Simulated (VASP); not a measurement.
# SrTiC in VASP: notebook, part 2 of 2

VASP 6.6.1. The steps go on from the part before.

**3. Single point, PBE**

This run uses another cell than the first one, of 17.97 Å³/atom.

File INCAR:

```
SYSTEM = SrTiC
  PREC = Accurate
  ENCUT = 520
  EDIFF = 1E-6
  ISMEAR = 0
  SIGMA = 0.1
  LREAL = .FALSE.
  LASPH = .TRUE.
  NELM = 60
  ALGO = Normal
  ISIF = 2
  LWAVE = .FALSE.
  LCHARG = .FALSE.
  GGA = PE
  NBANDS = 20
```

File KPOINTS:

```
regular mesh
0
G
  6 6 4
  0 0 0
```

File POSCAR:

```
SrTiC
1.0
    3.1017983341      0.0000000000      0.0000000000
    0.0000000000      3.1017983341      0.0000000000
    0.0000000000      0.0000000000      5.6043917960
Sr Ti C
1 1 1
Direct
    0.5000000000      0.5000000000      0.0000000000
    0.0000000000      0.0000000000      0.5000000000
    0.5000000000      0.5000000000      0.5000000000
```

Potentials or basis: VASP PAW PBE potentials, release 64 (Sr_sv, Ti_sv, C).

The run is started by

```console
> cat potpaw_PBE.64/Sr_sv/POTCAR potpaw_PBE.64/Ti_sv/POTCAR potpaw_PBE.64/C/POTCAR > POTCAR
> mpirun -np 1 vasp_std > vasp.out
```

OUTCAR:

```text
SYSTEM = SrTiC
   PREC = Accurate
   ENCUT = 520
   EDIFF = 1E-6
   ISMEAR = 0
   LREAL = .FALSE.
   LASPH = .TRUE.
   NELM = 60
   ISIF = 2
   GGA = PE

 ion  position               nearest neighbor table
   1  0.500  0.500  0.000-   3 2.80   3 2.80   2 3.56   2 3.56   2 3.56   2 3.56   2 3.56   2 3.56
                             2 3.56   2 3.56
   2  0.000  0.000  0.500-   3 2.19   3 2.19   3 2.19   3 2.19   1 3.56   1 3.56   1 3.56   1 3.56
                             1 3.56   1 3.56   1 3.56   1 3.56
   3  0.500  0.500  0.500-   2 2.19   2 2.19   2 2.19   2 2.19   1 2.80   1 2.80

  LATTYP: Found a simple tetragonal cell.
 ALAT       =     3.1017983341
 C/A-ratio  =     1.8068201709

  Lattice vectors:

 A1 = (   3.1017983341,   0.0000000000,   0.0000000000)
 A2 = (   0.0000000000,   3.1017983341,   0.0000000000)
 A3 = (   0.0000000000,   0.0000000000,   5.6043917960)

Analysis of symmetry for initial positions (statically):
=====================================================================
 Subroutine PRICEL returns:
 Original cell was already a primitive cell.

 Routine SETGRP: Setting up the symmetry group for a
 simple tetragonal supercell.

 Subroutine GETGRP returns: Found 16 space group operations
 (whereof 16 operations were pure point group operations)
 out of a pool of 16 trial point group operations.

The static configuration has the point symmetry D_4h.

Analysis of symmetry for dynamics (positions and initial velocities):
=====================================================================
 Subroutine PRICEL returns:
 Original cell was already a primitive cell.

 Routine SETGRP: Setting up the symmetry group for a
 simple tetragonal supercell.

 Subroutine GETGRP returns: Found 16 space group operations
 (whereof 16 operations were pure point group operations)
 out of a pool of 16 trial point group operations.

[... 118 lines left out ...]
   EFERMI_NEDOS =   21; number of points for ismear=-14 and -15
   IALGO  =     38    algorithm
   IMIX   =      4    mixing-type and parameters
     AMIX     =   0.40;   BMIX     =  1.00
     AMIX_MAG =   1.60;   BMIX_MAG =  1.00
  volume/ion in A,a.u.               =      17.97       121.29
  Fermi-wavevector in a.u.,A,eV,Ry     =   1.283751  2.425937 22.422622  1.648016
  Thomas-Fermi vector in A             =   2.415985
   LORBIT       =      0    0 simple, 1 ext, 2 COOP (PROOUT), +10 PAW based schemes
   GGA     = PE    functional components
   LHFCALC =     F    Hartree Fock is set to
   AEXX    =    0.0000 exact exchange contribution
   IVDW    =     0    specifies the selected vdW correction
   LEPSILON=     F    determine dielectric tensor
   LRPA    =     F    only Hartree local field effects (RPA)
 non-spin polarized calculation
 Gauss-broadening in eV      SIGMA  =   0.10
  energy-cutoff  :      520.00
  volume of cell :       53.92
 maximum number of plane-waves:      1472
 NGX is ok and might be reduce to    24
   NGX = 11   NGY = 11   NGZ = 21

 number of electron      26.0000000 magnetization

 Free energy of the ion-electron system (eV)
  ---------------------------------------------------
  ext. energy  EPLUGINS =         0.00000000
  ---------------------------------------------------
  free energy    TOTEN  =       -18.43391016 eV

  energy without entropy =      -18.42142062  energy(sigma->0) =      -18.42766539

 E-fermi :   5.3461     XC(G=0): -10.5070

 val. band max:        5.3459075783   @ k =   0.5000   0.5000   0.2500
 cond. band min:       5.4050253473   @ k =   0.1667   0.0000   0.5000
 fundamental gap:      0.0591177690
 Fermi energy:         5.3461246617

 k-point     1 :       0.0000    0.0000    0.0000
  band No.  band energies     occupation
      1     -51.2027      2.00000
      2     -30.1075      2.00000
      3     -27.6445      2.00000
      4     -27.2529      2.00000
      5     -27.2529      2.00000
      6     -12.0607      2.00000
[... 541 lines left out ...]
     19      10.5287      0.00000
     20      10.7066      0.00000

 [... further k-points ...]

------------------------ aborting loop because EDIFF is reached ----------------------------------------

  FORCE on cell =-STRESS in cart. coord.  units (eV):
  Direction    XX          YY          ZZ          XY          YZ          ZX
  --------------------------------------------------------------------------------------
  -------------------------------------------------------------------------------------
  Total        0.1178140      0.1178140      0.0691402      0.0000000      0.0000000      0.0000000
  in kB        3.5006746      3.5006746      2.0544039      0.0000000      0.0000000      0.0000000
  external PRESSURE =       3.0185844 kB  Pullay stress =       0.0000000 kB

 VOLUME and BASIS-vectors are now :
 -----------------------------------------------------------------------------
  energy-cutoff  :      520.00
  volume of cell :       53.92
      direct lattice vectors                 reciprocal lattice vectors
     3.101798334  0.000000000  0.000000000     0.322393622  0.000000000  0.000000000
     0.000000000  3.101798334  0.000000000     0.000000000  0.322393622  0.000000000
     0.000000000  0.000000000  5.604391796     0.000000000  0.000000000  0.178431494

 POSITION                                       TOTAL-FORCE (eV/Angst)
 -----------------------------------------------------------------------------------
      1.55090      1.55090      0.00000         0.000000      0.000000      0.000000
      0.00000      0.00000      2.80220         0.000000      0.000000      0.000000
      1.55090      1.55090      2.80220         0.000000      0.000000      0.000000
 -----------------------------------------------------------------------------------
    total drift:                                0.000000     -0.000000     -0.000000

  FREE ENERGIE OF THE ION-ELECTRON SYSTEM (eV)
  ---------------------------------------------------
  free  energy   TOTEN  =       -18.4339101609 eV

  energy  without entropy=      -18.4214206186  energy(sigma->0) =      -18.42766539
```

OSZICAR:

```text
N       E                     dE             d eps       ncg     rms          rms(c)
DAV:   1     0.242393069638E+03    0.24239E+03   -0.13588E+04  1200   0.138E+03
DAV:   2     0.269634627256E+01   -0.23970E+03   -0.23274E+03  1248   0.389E+02
DAV:   3    -0.229314983452E+02   -0.25628E+02   -0.25247E+02  2052   0.104E+02
DAV:   4    -0.243040945672E+02   -0.13726E+01   -0.13581E+01  1608   0.217E+01
DAV:   5    -0.243622491952E+02   -0.58155E-01   -0.58139E-01  1756   0.360E+00    0.246E+01
DAV:   6    -0.201672584593E+02    0.41950E+01   -0.60922E+01  1516   0.440E+01    0.135E+01
DAV:   7    -0.188552558834E+02    0.13120E+01   -0.24197E+01  1600   0.344E+01    0.136E+01
DAV:   8    -0.185376770247E+02    0.31758E+00   -0.11954E+00  1508   0.694E+00    0.813E+00
DAV:   9    -0.185183741171E+02    0.19303E-01   -0.15046E+00  1716   0.868E+00    0.316E+00
DAV:  10    -0.184383567725E+02    0.80017E-01   -0.68024E-01  1564   0.537E+00    0.524E-01
DAV:  11    -0.184338802112E+02    0.44766E-02   -0.34982E-02  1548   0.117E+00    0.305E-01
DAV:  12    -0.184343560897E+02   -0.47588E-03   -0.68819E-03  1600   0.631E-01    0.224E-01
DAV:  13    -0.184340084105E+02    0.34768E-03   -0.65922E-04  1560   0.185E-01    0.836E-02
DAV:  14    -0.184339104383E+02    0.97972E-04   -0.32587E-04  1644   0.117E-01    0.170E-02
DAV:  15    -0.184339101604E+02    0.27796E-06   -0.16353E-05  1568   0.265E-02    0.109E-02
DAV:  16    -0.184339101609E+02   -0.49386E-09   -0.27024E-06  1392   0.145E-02
   1 F= -.18433910E+02 E0= -.18427665E+02  d E =-.124895E-01
```

Wall time 12 s (1 thread of Intel Xeon 6975P-C (Granite Rapids), shared host); peak memory 0.18 GiB.

Results:

```
Free energy            : -18.4339 eV
Pressure               : 0.3 GPa
Band gap on the k mesh : zero (bands 13 and 14 overlap by 1.63 eV)
```

**4. Relaxation of cell and atoms, PBE**

File INCAR:

```
SYSTEM = SrTiC
  PREC = Accurate
  ENCUT = 600
  EDIFF = 1E-6
  ISMEAR = 0
  SIGMA = 0.1
  LREAL = .False.
  LASPH = .True.
  NELM = 100
  ALGO = Normal
  ISIF = 3
  LWAVE = .False.
  LCHARG = .False.
  GGA = PE
  IBRION = 2
  NSW = 90
  EDIFFG = -0.04
```

File KPOINTS:

```
Automatic mesh
0
Gamma
  6 6 4
  0 0 0
```

File POSCAR:

```
SrTiC
1.0
    3.0976997747      0.0000000000      0.0000000000
    0.0000000000      3.0976997747      0.0000000000
    0.0000000000      0.0000000000      5.5787360887
Sr Ti C
1 1 1
Direct
    0.5000000000      0.5000000000      0.0000000000
    0.0000000000      0.0000000000      0.5000000000
    0.5000000000      0.5000000000      0.5000000000
```

The run is started by

```console
> cat potpaw_PBE.64/Sr_sv/POTCAR potpaw_PBE.64/Ti_sv/POTCAR potpaw_PBE.64/C/POTCAR > POTCAR
> mpirun -np 1 vasp_std > vasp.out
```

Wall time 42 s (1 thread of Intel Xeon 6975P-C (Granite Rapids), shared host); peak memory 0.22 GiB.

It converged, with:

```
Free energy                           : -18.4339 eV
Relaxed volume                        : 18.01 Å³/atom
Relaxed cell                          : a = 3.107 Å, b = 3.107 Å, c = 5.598 Å, α = 90.00°, β = 90.00°, γ = 90.00°
Space group after relaxing (to 0.1 Å) : P4/mmm (No. 123)
Energy gained by relaxing             : 0.4 meV/atom
Ionic steps                           : 3
Pressure after relaxing               : 0.0 GPa
Band gap on the k mesh                : zero (bands 13 and 14 overlap by 1.62 eV)
```

Stress tensor (GPa, compression positive):
```
-0.13  0.00  0.00
 0.00 -0.13  0.00
 0.00  0.00  0.25
```

The path:
| step | energy change (eV) | largest force (eV/Å) | pressure (GPa) | volume (Å³) |
| --- | --- | --- | --- | --- |
| 1 | 0.0000 | 0.0000 | 0.87 | 53.53 |
| 2 | -0.0010 | 0.0000 | -0.41 | 54.29 |
| 3 | -0.0013 | 0.0000 | -0.01 | 54.04 |

Final structure:
```cif
data_structure
_symmetry_space_group_name_H-M 'P 1'
_symmetry_Int_Tables_number 1
_cell_length_a 3.1069
_cell_length_b 3.1069
_cell_length_c 5.5979
_cell_angle_alpha 90.000
_cell_angle_beta 90.000
_cell_angle_gamma 90.000
_cell_volume 54.04
loop_
_atom_site_label
_atom_site_type_symbol
_atom_site_fract_x
_atom_site_fract_y
_atom_site_fract_z
_atom_site_occupancy
Sr1 Sr 0.50000 0.50000 0.00000 1
Ti1 Ti 0.00000 0.00000 0.50000 1
C1 C 0.50000 0.50000 0.50000 1
```

Levels at points of the mesh, in eV from the Fermi level:
| k point | band 11 | band 12 | band 13 | band 14 | band 15 | band 16 |
| --- | --- | --- | --- | --- | --- | --- |
| (0.00, 0.00, 0.00) | -1.77 | -0.37 | 1.19 | 1.19 | 1.44 | 1.81 |
| (0.50, 0.00, 0.00) | -2.10 | -2.01 | -0.06 | 0.32 | 1.28 | 2.25 |
| (0.50, 0.50, 0.00) | -1.65 | -1.65 | -0.43 | -0.43 | 0.51 | 2.60 |
| (0.00, 0.00, 0.50) | -0.65 | -0.21 | 0.17 | 1.06 | 1.06 | 1.18 |
| (0.50, 0.00, 0.50) | -3.07 | -2.05 | -0.43 | 1.52 | 1.97 | 2.15 |
| (0.50, 0.50, 0.50) | -2.01 | -1.20 | -0.64 | 0.41 | 0.41 | 1.29 |

**5. Single point, PBE, collinear spin**

This run uses another cell than the first one, of 17.97 Å³/atom.

File INCAR:

```
PREC = Accurate ; ENCUT = 520
EDIFF = 1E-6 ; ISMEAR = 0
SIGMA = 0.1 ; LREAL = False
LASPH = True ; NELM = 150
ALGO = Normal ; ISIF = 2
LWAVE = False ; LCHARG = False
ISPIN = 2 ; MAGMOM = 0 1 0
LORBIT = 11 ; LMAXMIX = 4
GGA = PE ; NBANDS = 24
```

File KPOINTS:

```
Automatic mesh
0
Gamma
  6 6 4
```

File POSCAR:

```
SrTiC
1.0
    3.1017983341      0.0000000000      0.0000000000
    0.0000000000      3.1017983341      0.0000000000
    0.0000000000      0.0000000000      5.6043917960
Sr Ti C
1 1 1
Direct
    0.5000000000      0.5000000000      0.0000000000
    0.0000000000      0.0000000000      0.5000000000
    0.5000000000      0.5000000000      0.5000000000
```

The run is started by

```console
> cat potpaw_PBE.64/Sr_sv/POTCAR potpaw_PBE.64/Ti_sv/POTCAR potpaw_PBE.64/C/POTCAR > POTCAR
> mpirun -np 1 vasp_std > vasp.out
```

It took 31 s on 1 thread of Intel Xeon 6975P-C (Granite Rapids), shared host; peak memory 0.22 GiB.

The run converged. Its results:

```yaml
Free_energy: -18.4339 eV
Pressure: 0.3 GPa
Net_moment: 0.05 μB per cell
Site_moments: Sr +0.00; Ti +0.03; C -0.00 μB
Valence_electrons_inside_the_program's_atomic_spheres: Sr 8.18; Ti 10.24; C 2.30
```

Stress tensor (GPa, compression positive):
```
0.39 0.00 0.00
0.00 0.39 0.00
0.00 0.00 0.25
```

Levels at points of the mesh, in eV from the Fermi level:
Spin up:
```
           k point  band 9  band 10  band 11  band 12  band 13  band 14  band 15  band 16  band 17  band 18
(0.00, 0.00, 0.00)  -10.52    -2.51    -1.78    -0.37     1.21     1.21     1.43     1.78     1.88     1.88
(0.50, 0.00, 0.00)   -8.65    -4.18    -2.11    -2.02    -0.09     0.31     1.29     2.26     3.41     4.11
(0.50, 0.50, 0.00)   -9.10    -1.71    -1.64    -1.64    -0.44    -0.44     0.52     2.58     3.59     4.25
(0.00, 0.00, 0.50)  -10.15    -3.67    -0.65    -0.22     0.14     1.08     1.08     1.17     2.03     2.03
(0.50, 0.00, 0.50)   -8.33    -4.44    -3.08    -2.05    -0.47     1.53     1.97     2.15     3.28     3.86
(0.50, 0.50, 0.50)   -8.86    -2.00    -2.00    -1.22    -0.63     0.40     0.40     1.27     3.47     3.47
```
Spin down:
```csv
k point,band 11,band 12,band 13,band 14,band 15,band 16
"(0.00, 0.00, 0.00)",-1.77,-0.36,1.20,1.20,1.43,1.81
"(0.50, 0.00, 0.00)",-2.10,-2.01,-0.05,0.36,1.29,2.28
"(0.50, 0.50, 0.00)",-1.64,-1.64,-0.42,-0.42,0.51,2.62
"(0.00, 0.00, 0.50)",-0.65,-0.20,0.20,1.08,1.08,1.17
"(0.50, 0.00, 0.50)",-3.07,-2.05,-0.42,1.53,2.00,2.18
"(0.50, 0.50, 0.50)",-2.00,-1.21,-0.63,0.42,0.42,1.34
```

**6. Single point, PBE**

This run uses another cell than the first one, of 17.97 Å³/atom.

File INCAR:

```
PREC     = Accurate       # precision mode
ENCUT    = 520            # plane-wave cutoff, eV
EDIFF    = 1E-6           # SCF threshold, eV
ISMEAR   = 0              # smearing method
SIGMA    = 0.1            # smearing width, eV
LREAL    = False          # projectors in reciprocal space
LASPH    = True           # aspherical terms in the spheres
NELM     = 80             # most SCF steps
ALGO     = Normal         # electronic algorithm
ISIF     = 2              # what is computed and relaxed
LWAVE    = False          # write WAVECAR
LCHARG   = False          # write CHGCAR
GGA      = PE             # functional
NBANDS   = 20             # bands
```

File KPOINTS:

```
Automatic mesh
0
Gamma
  14 14 8
```

File POSCAR:

```
SrTiC
1.0
    3.1031954771      0.0000000000      0.0000000000
    0.0000000000      3.1031954771      0.0000000000
    0.0000000000      0.0000000000      5.5992438108
Sr Ti C
1 1 1
Direct
    0.5000000000      0.5000000000      0.0000000000
    0.0000000000      0.0000000000      0.5000000000
    0.5000000000      0.5000000000      0.5000000000
```

Potentials or basis: VASP PAW PBE potentials, release 64 (Sr_sv, Ti_sv, C).

The run is started by

```console
> cat potpaw_PBE.64/Sr_sv/POTCAR potpaw_PBE.64/Ti_sv/POTCAR potpaw_PBE.64/C/POTCAR > POTCAR
> mpirun -np 1 vasp_std > vasp.out
```

Wall time 63 s (1 thread of Intel Xeon 6975P-C (Granite Rapids), shared host); peak memory 0.33 GiB.

The run converged. Its results:

| Property | Result |
| --- | --- |
| Free energy | -18.4415 eV |
| Pressure | 0.2 GPa |
| Band gap on the k mesh | zero (bands 13 and 14 overlap by 1.59 eV) |

Levels at points of the mesh, in eV from the Fermi level:
| k point | band 10 | band 11 | band 12 | band 13 | band 14 | band 15 | band 16 | band 17 |
| --- | --- | --- | --- | --- | --- | --- | --- | --- |
| (0.00, 0.00, 0.00) | -2.51 | -1.81 | -0.39 | 1.15 | 1.15 | 1.42 | 1.80 | 1.88 |
| (0.50, 0.00, 0.00) | -4.22 | -2.13 | -2.05 | -0.08 | 0.33 | 1.28 | 2.26 | 3.39 |
| (0.50, 0.50, 0.00) | -1.70 | -1.69 | -1.69 | -0.44 | -0.44 | 0.47 | 2.60 | 3.57 |
| (0.00, 0.00, 0.50) | -3.69 | -0.67 | -0.24 | 0.17 | 1.02 | 1.02 | 1.16 | 2.03 |
| (0.50, 0.00, 0.50) | -4.47 | -3.10 | -2.09 | -0.45 | 1.51 | 1.97 | 2.15 | 3.27 |
| (0.50, 0.50, 0.50) | -2.05 | -2.05 | -1.22 | -0.68 | 0.40 | 0.40 | 1.30 | 3.46 |

**7. Relaxation of cell and atoms, PBE**

This run uses another cell than the first one, of 17.97 Å³/atom.

File INCAR:

```
SYSTEM = SrTiC
PREC     = Accurate       ! precision mode
ENCUT    = 600            ! plane-wave cutoff, eV
EDIFF    = 1E-7           ! SCF threshold, eV
ISMEAR   = 0              ! smearing method
SIGMA    = 0.1            ! smearing width, eV
LREAL    = .False.        ! projectors in reciprocal space
LASPH    = .True.         ! aspherical terms in the spheres
NELM     = 60             ! most SCF steps
ALGO     = Normal         ! electronic algorithm
ISIF     = 3              ! what is computed and relaxed
LWAVE    = .False.        ! write WAVECAR
LCHARG   = .False.        ! write CHGCAR
GGA      = PE             ! functional
IBRION   = 2              ! ionic algorithm
NSW      = 100            ! ionic steps
EDIFFG   = -0.01          ! ionic threshold
```

File KPOINTS:

```
Automatic mesh
0
Gamma
  14 14 8
  0 0 0
```

File POSCAR:

```
SrTiC
1.0
    3.1017983341      0.0000000000      0.0000000000
    0.0000000000      3.1017983341      0.0000000000
    0.0000000000      0.0000000000      5.6043917960
Sr Ti C
1 1 1
Direct
    0.5000000000      0.5000000000      0.0000000000
    0.0000000000      0.0000000000      0.5000000000
    0.5000000000      0.5000000000      0.5000000000
```

The run is started by

```console
> cat potpaw_PBE.64/Sr_sv/POTCAR potpaw_PBE.64/Ti_sv/POTCAR potpaw_PBE.64/C/POTCAR > POTCAR
> mpirun -np 1 vasp_std > vasp.out
```

Run time: 4.7 min. Hardware: 1 thread of Intel Xeon 6975P-C (Granite Rapids), shared host; peak memory 0.39 GiB.

Results (log left out):

```yaml
Free_energy: -18.4417 eV
Relaxed_volume: 18.02 Å³/atom
Relaxed_cell: a = 3.105 Å, b = 3.105 Å, c = 5.606 Å, α = 90.00°, β = 90.00°, γ = 90.00°
Space_group_after_relaxing_to_0.1_Å: P4/mmm (No. 123)
Energy_gained_by_relaxing: 0.0 meV/atom
Ionic_steps: 3
Pressure_after_relaxing: 0.0 GPa
Band_gap_on_the_k_mesh: zero (bands 13 and 14 overlap by 1.58 eV)
```

Step by step:
```tsv
step	energy change (eV)	largest force (eV/Å)	pressure (GPa)	volume (Å³)
1	0.0000	0.0000	0.23	53.92
2	-0.0001	0.0000	-0.12	54.13
3	-0.0001	0.0000	0.00	54.06
```

Final structure:
```yaml
crystal:
  lattice:
    - [3.10527, 0.00000, 0.00000]
    - [0.00000, 3.10527, 0.00000]
    - [0.00000, 0.00000, 5.60581]
  atoms:
    - { symbol: Sr, position: [0.50000, 0.50000, 0.00000] }
    - { symbol: Ti, position: [0.00000, 0.00000, 0.50000] }
    - { symbol: C, position: [0.50000, 0.50000, 0.50000] }
```

Levels at points of the mesh, in eV from the Fermi level:
```tsv
k point	band 9	band 10	band 11	band 12	band 13	band 14	band 15	band 16	band 17
(0.00, 0.00, 0.00)	-10.56	-2.51	-1.81	-0.39	1.14	1.14	1.42	1.79	1.88
(0.50, 0.00, 0.00)	-8.71	-4.21	-2.13	-2.05	-0.08	0.33	1.27	2.25	3.38
(0.50, 0.50, 0.00)	-9.15	-1.70	-1.69	-1.69	-0.44	-0.44	0.46	2.59	3.56
(0.00, 0.00, 0.50)	-10.19	-3.69	-0.67	-0.24	0.17	1.02	1.02	1.16	2.02
(0.50, 0.00, 0.50)	-8.39	-4.47	-3.10	-2.09	-0.45	1.51	1.96	2.15	3.26
(0.50, 0.50, 0.50)	-8.91	-2.04	-2.04	-1.22	-0.67	0.40	0.40	1.30	3.45
```

**8. Summary**

| task | spin | cell | k mesh | cutoff (eV) | gap on the mesh (eV) | pressure (GPa) | relaxed volume (Å³/atom) |
| --- | --- | --- | --- | --- | --- | --- | --- |
| single point | off | a = 3.098, b = 3.098, c = 5.579 Å, 3 atoms | 4 × 4 × 4 | 520 | none | 0.5 | - |
| single point | off | a = 3.102, b = 3.102, c = 5.604 Å, 3 atoms | 6 × 6 × 4 | 520 | none | 0.3 | - |
| relaxation of cell and atoms | off | relaxed from a = 3.098, b = 3.098, c = 5.579 Å, 3 atoms | 6 × 6 × 4 | 600 | none | 0.0 | 18.01 |
| single point | collinear | a = 3.102, b = 3.102, c = 5.604 Å, 3 atoms | 6 × 6 × 4 | 520 | none | 0.3 | - |
| single point | off | a = 3.103, b = 3.103, c = 5.599 Å, 3 atoms | 14 × 14 × 8 | 520 | none | 0.2 | - |
| relaxation of cell and atoms | off | relaxed from a = 3.102, b = 3.102, c = 5.604 Å, 3 atoms | 14 × 14 × 8 | 600 | none | 0.0 | 18.02 |

Alike in all rows: level PBE; potentials or basis VASP PAW PBE potentials, release 64 (Sr_sv, Ti_sv, C); smearing gaussian 0.1 eV.

Caveats: some runs use coarse meshes.

Absolute energies hang on the potentials; compare differences alone.
